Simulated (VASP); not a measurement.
Write the native input for VASP 6.6.1 that does the following.

```
Task                   : electric field gradients
Functional             : PBE
Potentials or basis    : VASP PAW PBE potentials, release 64 (Cu, Cl)
Cutoff                 : 520 eV
k mesh                 : 13 × 13 × 13
Occupations            : fermi-dirac, width 0.05 eV
Spin                   : no spin polarisation
Dipole correction      : no
Further INCAR settings : ALGO = Normal; EDIFF = 1e-08; NBANDS = 16
```

The structure of CuCl lies in POSCAR:

```
CuCl
1.0
    0.0000000000      2.6552469348      2.6552469348
    2.6552469348      0.0000000000      2.6552469348
    2.6552469348      2.6552469348      0.0000000000
Cu Cl
1 1
Direct
    0.0000000000      0.0000000000      0.0000000000
    0.7500000000      0.7500000000      0.7500000000
```

This cell differs from its parent crystal: volume scaled by 0.9405.

One way to write it, as run:

INCAR

```
PREC = Accurate
ENCUT = 520
EDIFF = 1E-8
ISMEAR = -1
SIGMA = 0.05
LREAL = False
LASPH = True
NELM = 120
ALGO = Normal
ISIF = 2
LWAVE = False
LCHARG = False
GGA = PE
LEFG = True
NBANDS = 16
GGA_COMPAT = False
```

KPOINTS

```
regular mesh
0
Gamma
  13 13 13
```

Potentials or basis: VASP PAW PBE potentials, release 64 (Cu, Cl).

The run is started by

```bash
$ cat potpaw_PBE.64/Cu/POTCAR potpaw_PBE.64/Cl/POTCAR > POTCAR
$ mpirun -np 1 vasp_std > vasp.out
```

It gave:

| Quantity | Value |
| --- | --- |
| Pressure | 3.8 GPa |
| Band gap on the k mesh | 0.66 eV, direct |

Caveat: without QUAD_EFG the Cq values of the log hold for a quadrupole moment of 1 mb, not for the nuclei.

Run time: 36 s on 1 thread of AMD EPYC 9R45 96-Core Processor (Zen 5), with other jobs on the host, peak memory 0.16 GiB.
